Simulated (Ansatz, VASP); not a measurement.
## TiSi2 in VASP and in Ansatz

Contents of INCAR:

```
  ALGO = Normal
  EDIFF = 1E-6
  ENCUT = 520
  GGA = PE
  ISIF = 2
  ISMEAR = -1
  LASPH = True
  LCHARG = False
  LREAL = False
  LWAVE = False
  NBANDS = 29
  NELM = 100
  PREC = Accurate
  SIGMA = 0.05
```

File KPOINTS:

```
k-points
0
Gamma
  7 7 7
```

The input POSCAR:

```
TiSi2
1.0
    0.0000000000      4.1717003661      4.3189950295
    2.4209565065      0.0000000000      4.3189950295
    2.4209565065      4.1717003661      0.0000000000
Ti Si
2 4
Direct
    0.7500000000      0.7500000000      0.7500000000
    0.5000000000      0.5000000000      0.5000000000
    0.4125656100      0.0874343900      0.4125656100
    0.0874343900      0.4125656100      0.0874343900
    0.1625656100      0.8374343900      0.1625656100
    0.8374343900      0.1625656100      0.8374343900
```

File input.yaml:

```yaml
crystal:
  lattice:
    - [0.0, 4.1717003661, 4.3189950295]
    - [2.4209565065, 0.0, 4.3189950295]
    - [2.4209565065, 4.1717003661, 0.0]
  atoms:
    - { symbol: Ti, position: [0.75, 0.75, 0.75] }
    - { symbol: Ti, position: [0.5, 0.5, 0.5] }
    - { symbol: Si, position: [0.41256561, 0.08743439, 0.41256561] }
    - { symbol: Si, position: [0.08743439, 0.41256561, 0.08743439] }
    - { symbol: Si, position: [0.16256561, 0.83743439, 0.16256561] }
    - { symbol: Si, position: [0.83743439, 0.16256561, 0.83743439] }
kpoints:
  mp_grid: { grid: [7, 7, 7] }
scf:
  occupations: { method: fermi_dirac, width: 0.05 }
hamiltonian:
  xc: pbe
  pseudopotentials: { kind: all_electron, lapw: { basis_error: 0.001 } }
output:
  forces: true
  stress: true
  eigenvalues: true
```

Change from the starting cell: volume scaled by 1.04.

Alike in both runs: task single point; functional PBE; k mesh 7 × 7 × 7; occupations fermi-dirac, width 0.05 eV; no spin polarisation.

```csv
,VASP,Ansatz
version,VASP 6.6.1,Ansatz 0.2.0
potentials or method,"VASP PAW PBE potentials, release 64 (Ti_sv, Si), cutoff 520 eV","all-electron LAPW, scalar-relativistic"
```

```csv
,VASP,Ansatz,Ansatz less VASP
gap on the k mesh at the Fermi level (eV),none,none,-
pressure (GPa),-3.4,-3.4,-0.01
"traceless stress, the component that is largest in VASP (GPa)",0.40,0.40,+0.007
```

A gap of «none» marks a metal or a gap that the smearing closes. Ansatz ran all-electron here, and VASP with PAW potentials.
